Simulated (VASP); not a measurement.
# CoO: single point with PBEsol

Crystal: CoO.

```
CELL_PARAMETERS angstrom
1.59147 0.91883 2.54925
-1.59147 0.91883 2.54925
0.00000 -1.83767 2.54925
ATOMIC_POSITIONS crystal
Co 0.99898 0.99898 0.99898
O 0.75102 0.75102 0.75102
```

```json
{"Program": "VASP 6.6.1", "Task": "single point", "Functional": "PBEsol", "Potentials or basis": "VASP PAW PBE potentials, release 64 (Co, O)", "Cutoff": "520 eV", "k mesh": "10 × 10 × 10", "Occupations": "fermi-dirac, width 0.05 eV", "Spin": "collinear spin, ferromagnetic start", "Starting moments": "[2.0, 0.0] μB"}
```

```json
{"Pressure": "-6.1 GPa", "Largest force": "0.235 eV/Å", "Net moment": "2.66 μB per cell", "Site moments": "Co +2.30; O +0.29 μB", "Valence electrons inside the program's atomic spheres": "Co 8.05; O 4.97"}
```

Forces on the atoms (eV/Å):
```
Co   0.000  0.000  0.235
O    0.000  0.000 -0.235
```

Stress tensor (GPa, compression positive):
```
-7.85  0.00  0.00
 0.00 -7.85  0.00
 0.00  0.00 -2.62
```

Levels at points of the mesh, in eV from the Fermi level:
Spin up:
```csv
k point,band 5,band 6,band 7,band 8,band 9,band 10,band 11,band 12,band 13,band 14
"(0.00, 0.00, 0.00)",-2.26,-2.26,0.12,0.35,0.35,0.51,14.05,14.05,14.65,20.20
"(0.50, 0.00, 0.00)",-2.43,-2.18,-2.17,-0.46,-0.41,5.72,6.96,13.59,13.95,17.58
"(0.50, 0.50, 0.00)",-3.15,-1.94,-1.77,-1.62,-1.55,5.21,10.04,11.09,14.24,14.56
"(0.50, 0.50, 0.50)",-2.49,-2.20,-2.20,-0.59,-0.59,5.68,7.29,13.49,13.49,17.31
```
Spin down:
| k point | band 4 | band 5 | band 6 | band 7 | band 8 | band 9 |
| --- | --- | --- | --- | --- | --- | --- |
| (0.00, 0.00, 0.00) | -5.14 | -0.48 | -0.48 | 0.58 | 2.53 | 2.53 |
| (0.50, 0.00, 0.00) | -4.93 | -0.28 | -0.26 | 0.11 | 1.65 | 1.68 |
| (0.50, 0.50, 0.00) | -4.62 | -1.01 | -0.08 | 0.06 | 0.76 | 0.84 |
| (0.50, 0.50, 0.50) | -4.88 | -0.24 | -0.24 | -0.05 | 1.52 | 1.52 |

Run time: 53 s on 1 thread of AMD EPYC 9R45 96-Core Processor (Zen 5) (shared host), peak memory 0.17 GiB.

Caveat: the PAW data sets were made with another functional, which shifts forces and pressure a little; a cell with one magnetic atom can't hold antiferromagnetic order, which such compounds often take; semilocal functionals often make such compounds metallic where correlation or magnetic order opens a gap, which also shifts bond lengths. With open d or f shells a metallic result of PBEsol can be an artefact of self-interaction; +U or a hybrid may open a gap.
